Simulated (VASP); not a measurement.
# BAs (P6_3/mmc) in VASP: a series of runs

Runs on BAs. Level: PBE. Tasks: single point.

All numbers are computed with VASP 6.6.1; they aren't measurements. Logs are shortened: lines on timing, memory, paths and dates and some standing lists are left out, and cuts for length are marked.

## (1) The cell of the first run

It takes space group P6_3/mmc (No. 194, hexagonal). Conventional cell: a = 3.384 Å, b = 3.384 Å, c = 9.996 Å, α = 90.00°, β = 90.00°, γ = 120.00°. Within 2.6 Å of B (site symmetry -6m2) lie 3 As at 1.95 Å. Within 2.6 Å of As (site symmetry -6m2) lie 3 B at 1.95 Å.

## (2) Single point, PBE

INCAR

```
ALGO = Normal
EDIFF = 1E-6
ENCUT = 520
GGA = PE
ISIF = 2
ISMEAR = 0
LASPH = True
LCHARG = True
LELF = True
LREAL = False
LVHAR = True
LWAVE = False
NBANDS = 16
NELM = 80
PREC = Accurate
SIGMA = 0.01
```

KPOINTS

```
k-points
0
Gamma
  9 9 2
```

POSCAR

```
BAs
1.0
    3.3843454029      0.0000000000      0.0000000000
   -1.6921727015      2.9309290941      0.0000000000
    0.0000000000      0.0000000000      9.9961466567
B As
2 2
Direct
    0.3333333333      0.6666666667      0.2500000000
    0.6666666667      0.3333333333      0.7500000000
    0.6666666667      0.3333333333      0.2500000000
    0.3333333333      0.6666666667      0.7500000000
```

Potentials or basis: VASP PAW PBE potentials, release 64 (B, As).

Run with:

```sh
$ cat potpaw_PBE.64/B/POTCAR potpaw_PBE.64/As/POTCAR > POTCAR
$ mpirun -np 1 vasp_std > vasp.out
```

OUTCAR:

```text
EDIFF = 1E-6
   ENCUT = 520
   GGA = PE
   ISIF = 2
   ISMEAR = 0
   LASPH = True
   LREAL = False
   NELM = 80
   PREC = Accurate

 ion  position               nearest neighbor table
   1  0.333  0.667  0.250-   3 1.95   3 1.95   3 1.95
   2  0.667  0.333  0.750-   4 1.95   4 1.95   4 1.95
   3  0.667  0.333  0.250-   1 1.95   1 1.95   1 1.95
   4  0.333  0.667  0.750-   2 1.95   2 1.95   2 1.95

  LATTYP: Found a hexagonal cell.
 ALAT       =     3.3843454029
 C/A-ratio  =     2.9536425709

  Lattice vectors:

 A1 = (   3.3843454029,   0.0000000000,   0.0000000000)
 A2 = (  -1.6921727015,   2.9309290941,   0.0000000000)
 A3 = (   0.0000000000,   0.0000000000,   9.9961466567)

Analysis of symmetry for initial positions (statically):
[... 10 lines left out ...]

The static configuration has the point symmetry D_3d.
 The point group associated with its full space group is D_6h.

Analysis of symmetry for dynamics (positions and initial velocities):
[... 10 lines left out ...]

The dynamic configuration has the point symmetry D_3d.
 The point group associated with its full space group is D_6h.

 Subroutine INISYM returns: Found 24 space group operations
[... 5 lines left out ...]
                                     Primitive cell

  volume of cell :      99.1545

  direct lattice vectors                    reciprocal lattice vectors
     3.384345403  0.000000000  0.000000000     0.295478115  0.170594369  0.000000000
    -1.692172702  2.930929094  0.000000000     0.000000000  0.341188738  0.000000000
     0.000000000  0.000000000  9.996146657     0.000000000  0.000000000  0.100038548

  length of vectors
     3.384345403  3.384345403  9.996146657     0.341188738  0.341188738  0.100038548

  position of ions in fractional coordinates (direct lattice)
     0.333333333  0.666666667  0.250000000
     0.666666667  0.333333333  0.750000000
     0.666666667  0.333333333  0.250000000
     0.333333333  0.666666667  0.750000000

  ion indices of the primitive-cell ions
   primitive index   ion index
                 1           1
                 2           2
                 3           3
                 4           4

----------------------------------------------------------------------------------------

 KPOINTS: k-points

Automatic generation of k-mesh.
 Grid dimensions read from file:
 generate k-points for:    9    9    2

 Generating k-lattice:

  Cartesian coordinates                     Fractional coordinates (reciprocal lattice)
     0.032830902  0.018954930  0.000000000     0.111111111  0.000000000  0.000000000
     0.000000000  0.037909860  0.000000000     0.000000000  0.111111111  0.000000000
     0.000000000  0.000000000  0.050019274     0.000000000  0.000000000  0.500000000

  Length of vectors
     0.037909860  0.037909860  0.050019274

  Shift w.r.t. Gamma in fractional coordinates (k-lattice)
     0.000000000  0.000000000  0.000000000

 Subroutine IBZKPT returns following result:
 ===========================================

 Found     24 irreducible k-points:

 Following reciprocal coordinates:
            Coordinates               Weight
  0.000000  0.000000  0.000000      1.000000
  0.111111 -0.000000  0.000000      6.000000
  0.222222 -0.000000  0.000000      6.000000
  0.333333  0.000000  0.000000      6.000000
  0.444444 -0.000000  0.000000      6.000000
  0.111111  0.111111  0.000000      6.000000
[... 16 lines left out ...]
  0.333333  0.222222  0.500000     12.000000
  0.333333  0.333333  0.500000      2.000000
   k-points           NKPTS =     24   k-points in BZ     NKDIM =     24   number of bands    NBANDS=     16
   number of dos      NEDOS =    301   number of ions     NIONS =      4
   total plane-waves  NPLWV =  62720
   dimension x,y,z NGX =    28 NGY =   28 NGZ =   80
   dimension x,y,z NGXF=    56 NGYF=   56 NGZF=  160
   ions per type =               2   2
   NGX,Y,Z   is equivalent  to a cutoff of  13.75, 13.75, 13.30 a.u.
   NGXF,Y,Z  is equivalent  to a cutoff of  27.51, 27.51, 26.61 a.u.
 SYSTEM =  unknown system
   PREC   = accura    normal or accurate (medium, high low for compatibility)
   ISTART =      0    job   : 0-new  1-cont  2-samecut
   ICHARG =      2    charge: 1-file 2-atom 10-const
   ISPIN  =      1    spin polarized calculation?
   LNONCOLLINEAR =      F non collinear calculations
   LSORBIT =      F    spin-orbit coupling
   LASPH  =      T    aspherical Exc in radial PAW
   ENCUT  =  520.0 eV  38.22 Ry    6.18 a.u.   6.29  6.29 18.59*2*pi/ulx,y,z
   NELM   =     80;   NELMIN=  2; NELMDL= -5     # of ELM steps
   EDIFF  = 0.1E-05   stopping-criterion for ELM
   LREAL  =      F    real-space projection
   EDIFFG = 0.1E-04   stopping-criterion for IOM
   NSW    =      0    number of steps for IOM
   IBRION =     -1    ionic relax: 0-MD 1-quasi-New 2-CG
   NFREE  =      0    steps in history (QN), initial steepest desc. (CG)
   ISIF   =      2    stress and relaxation
   ISYM   =      2    0-nonsym 1-usesym 2-fastsym
   POTIM  = 0.5000    time-step for ionic-motion
   TEBEG  =    0.0;   TEEND  =   0.0 temperature during run
   PSTRESS=    0.0 pullay stress
   NELECT =      16.0000    total number of electrons
   NUPDOWN=      -1.0000    fix difference up-down
   EMIN   =  10.00;   EMAX   =-10.00  energy-range for DOS
   EFERMI =   0.00;   METHOD = LEGACY
   ISMEAR =     0;   SIGMA  =   0.01  broadening in eV -4-tet -1-fermi 0-gaus
   EFERMI_NEDOS =   21; number of points for ismear=-14 and -15
   IALGO  =     38    algorithm
   IMIX   =      4    mixing-type and parameters
     AMIX     =   0.40;   BMIX     =  1.00
     AMIX_MAG =   1.60;   BMIX_MAG =  1.00
  volume/ion in A,a.u.               =      24.79       167.28
  Fermi-wavevector in a.u.,A,eV,Ry     =   0.891273  1.684261 10.808020  0.794367
  Thomas-Fermi vector in A             =   2.013072
   LORBIT       =      0    0 simple, 1 ext, 2 COOP (PROOUT), +10 PAW based schemes
   GGA     = PE    functional components
   LHFCALC =     F    Hartree Fock is set to
   AEXX    =    0.0000 exact exchange contribution
   IVDW    =     0    specifies the selected vdW correction
   LEPSILON=     F    determine dielectric tensor
   LRPA    =     F    only Hartree local field effects (RPA)
 non-spin polarized calculation
 Gauss-broadening in eV      SIGMA  =   0.01
  energy-cutoff  :      520.00
  volume of cell :       99.15
 maximum number of plane-waves:      2701
 NGX is ok and might be reduce to    28
   NGX = 13   NGY = 13   NGZ = 37

 number of electron      16.0000000 magnetization

 Free energy of the ion-electron system (eV)
  ---------------------------------------------------
  ext. energy  EPLUGINS =         0.00000000
  ---------------------------------------------------
  free energy    TOTEN  =       -21.29069503 eV

  energy without entropy =      -21.29069503  energy(sigma->0) =      -21.29069503

 E-fermi :   1.0542     XC(G=0):  -7.3980

 val. band max:        0.9675556773   @ k =   0.3333   0.3333   0.5000
 cond. band min:       1.7112081483   @ k =   0.3333   0.3333   0.5000
 fundamental gap:      0.7436524710
 Fermi energy:         1.0542068867

 k-point     1 :       0.0000    0.0000    0.0000
  band No.  band energies     occupation
      1     -12.8568      2.00000
      2     -12.8283      2.00000
      3      -3.1984      2.00000
      4      -2.6903      2.00000
      5      -0.5620      2.00000
      6      -0.5620      2.00000
[... 8 lines left out ...]
     15       5.7949      0.00000
     16       7.2523      0.00000

 k-point     2 :       0.1111   -0.0000    0.0000
  band No.  band energies     occupation
      1     -12.6861      2.00000
      2     -12.6580      2.00000
      3      -3.0037      2.00000
      4      -2.4995      2.00000
      5      -1.6135      2.00000
      6      -1.6021      2.00000
[... 8 lines left out ...]
     15       6.5208      0.00000
     16       7.2568      0.00000

 k-point     3 :       0.2222   -0.0000    0.0000
  band No.  band energies     occupation
      1     -12.1857      2.00000
      2     -12.1589      2.00000
      3      -3.6099      2.00000
      4      -3.5942      2.00000
      5      -2.4293      2.00000
      6      -1.9386      2.00000
[... 8 lines left out ...]
     15       8.2429      0.00000
     16       8.3002      0.00000

 k-point     4 :       0.3333    0.0000    0.0000
  band No.  band energies     occupation
      1     -11.4120      2.00000
      2     -11.3879      2.00000
      3      -5.5785      2.00000
      4      -5.5603      2.00000
      5      -2.2390      2.00000
      6      -2.2285      2.00000
[... 8 lines left out ...]
     15       9.4181      0.00000
     16      10.3223      0.00000

 k-point     5 :       0.4444   -0.0000    0.0000
  band No.  band energies     occupation
      1     -10.6100      2.00000
      2     -10.5929      2.00000
      3      -7.0121      2.00000
      4      -6.9952      2.00000
      5      -2.5789      2.00000
      6      -2.5679      2.00000
[... 8 lines left out ...]
     15       9.4227      0.00000
     16      11.0624      0.00000

 k-point     6 :       0.1111    0.1111    0.0000
  band No.  band energies     occupation
      1     -12.3501      2.00000
      2     -12.3228      2.00000
      3      -2.9339      2.00000
      4      -2.9203      2.00000
      5      -2.6187      2.00000
      6      -2.1232      2.00000
[... 8 lines left out ...]
     15       6.6864      0.00000
     16       8.1223      0.00000
[... 267 lines left out ...]
 k-point    21 :       0.4444    0.1111    0.5000
  band No.  band energies     occupation
      1     -10.3514      2.00000
      2     -10.3514      2.00000
      3      -7.1609      2.00000
      4      -7.1609      2.00000
      5      -3.2986      2.00000
      6      -3.2986      2.00000
[... 8 lines left out ...]
     15       9.2514      0.00000
     16       9.2514      0.00000

 k-point    22 :       0.2222    0.2222    0.5000
  band No.  band energies     occupation
      1     -10.9696      2.00000
      2     -10.9696      2.00000
      3      -5.8286      2.00000
      4      -5.8286      2.00000
      5      -3.7325      2.00000
      6      -3.7325      2.00000
[... 8 lines left out ...]
     15       7.9532      0.00000
     16       7.9532      0.00000

 k-point    23 :       0.3333    0.2222    0.5000
  band No.  band energies     occupation
      1     -10.2508      2.00000
      2     -10.2508      2.00000
      3      -6.8104      2.00000
      4      -6.8104      2.00000
      5      -4.3911      2.00000
      6      -4.3911      2.00000
[... 8 lines left out ...]
     15       9.0118      0.00000
     16       9.0118      0.00000

 k-point    24 :       0.3333    0.3333    0.5000
  band No.  band energies     occupation
      1      -9.9449      2.00000
      2      -9.9449      2.00000
      3      -6.9264      2.00000
      4      -6.9264      2.00000
      5      -5.0121      2.00000
      6      -5.0121      2.00000
[... 8 lines left out ...]
     15       9.7787      0.00000
     16       9.7787      0.00000

------------------------ aborting loop because EDIFF is reached ----------------------------------------

  FORCE on cell =-STRESS in cart. coord.  units (eV):
  Direction    XX          YY          ZZ          XY          YZ          ZX
  --------------------------------------------------------------------------------------
  -------------------------------------------------------------------------------------
  Total        0.3859123      0.3859123      0.0067134     -0.0000000      0.0000000      0.0000000
  in kB        6.2357204      6.2357204      0.1084781     -0.0000000      0.0000000      0.0000000
  external PRESSURE =       4.1933063 kB  Pullay stress =       0.0000000 kB

 VOLUME and BASIS-vectors are now :
 -----------------------------------------------------------------------------
  energy-cutoff  :      520.00
  volume of cell :       99.15
      direct lattice vectors                 reciprocal lattice vectors
     3.384345403  0.000000000  0.000000000     0.295478115  0.170594369  0.000000000
    -1.692172702  2.930929094  0.000000000     0.000000000  0.341188738  0.000000000
     0.000000000  0.000000000  9.996146657     0.000000000  0.000000000  0.100038548

 POSITION                                       TOTAL-FORCE (eV/Angst)
 -----------------------------------------------------------------------------------
     -0.00000      1.95395      2.49904         0.000000     -0.000000      0.000000
      1.69217      0.97698      7.49711        -0.000000      0.000000      0.000000
      1.69217      0.97698      2.49904        -0.000000      0.000000      0.000000
     -0.00000      1.95395      7.49711        -0.000000     -0.000000      0.000000
 -----------------------------------------------------------------------------------
    total drift:                               -0.000000      0.000000      0.000000

  FREE ENERGIE OF THE ION-ELECTRON SYSTEM (eV)
  ---------------------------------------------------
  free  energy   TOTEN  =       -21.2906950299 eV

  energy  without entropy=      -21.2906950299  energy(sigma->0) =      -21.29069503
```

It took 23 s on 1 thread of AMD EPYC 9R45 (Zen 5), shared host; peak memory 0.21 GiB.

What came out:

| Property | Result |
| --- | --- |
| Free energy | -21.2907 eV |
| Pressure | 0.4 GPa |
| Band gap on the k mesh | 0.74 eV, direct |

Stress tensor (GPa, compression positive):
```
0.62 0.00 0.00
0.00 0.62 0.00
0.00 0.00 0.01
```

Caveat: this functional lacks dispersion, which binds the layers, so the pressure and a relaxed spacing across them are unreliable. PBE gaps usually lie below the measured ones, often by a third to a half.

(Continued in part 2 of 2.)
